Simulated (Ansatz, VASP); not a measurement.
One calculation of Si2Ni, two programs

Contents of INCAR:

```
SYSTEM = Si2Ni
PREC = Accurate ; ENCUT = 520
EDIFF = 1E-6 ; ISMEAR = 0
SIGMA = 0.15 ; LREAL = .False.
LASPH = .True. ; NELM = 80
ALGO = Normal ; ISIF = 2
LWAVE = .False. ; LCHARG = .False.
GGA = PE ; NBANDS = 16
```

Contents of KPOINTS:

```
regular mesh
0
Gamma
  16 16 16
  0 0 0
```

POSCAR

```
Si2Ni
1.0
    0.0000000000      2.3791203072      3.5686804608
    2.3791203072      0.0000000000      3.5686804608
    2.3791203072      2.3791203072      0.0000000000
Si Ni
2 1
Direct
    0.2500000000      0.2500000000      0.2500000000
    0.7500000000      0.7500000000      0.7500000000
    0.0000000000      0.0000000000      0.0000000000
```

Input for Ansatz:

```yaml
crystal:
  lattice:
    - [0.0, 2.3791203072, 3.5686804608]
    - [2.3791203072, 0.0, 3.5686804608]
    - [2.3791203072, 2.3791203072, 0.0]
  atoms:
    - { symbol: Si, position: [0.25, 0.25, 0.25] }
    - { symbol: Si, position: [0.75, 0.75, 0.75] }
    - { symbol: Ni, position: [0.0, 0.0, 0.0] }
basis:
  ecutwfc: 420
kpoints:
  mp_grid: { grid: [16, 16, 16] }
hamiltonian:
  xc: pbe
scf:
  occupations: { method: gaussian, width: 0.15 }
output:
  forces: true
  stress: true
  eigenvalues: true
```

Alike in both runs: task single point; functional PBE; k mesh 16 × 16 × 16; occupations gaussian, width 0.15 eV; no spin polarisation.

|  | VASP | Ansatz |
| --- | --- | --- |
| version | VASP 6.6.1 | Ansatz 0.2.0 |
| potentials or method | VASP PAW PBE potentials, release 64 (Si, Ni), cutoff 520 eV | scalar-relativistic, plane waves, PAW |
| valence electrons in the cell | 18 | 26 |

```tsv
	VASP	Ansatz	Ansatz less VASP
gap on the k mesh at the Fermi level (eV)	none	none	-
pressure (GPa)	6.9	6.9	-0.01
traceless stress, the component that is largest in VASP (GPa)	-20.56	-20.92	-0.353
```

A gap of «none» marks a metal or a gap that the smearing closes. The functional is the same, so the differences come from potentials, cutoffs and numerics. VASP's potentials hold 18 valence electrons a cell and Ansatz's 26, so a difference there can come from the potentials and not from the codes.
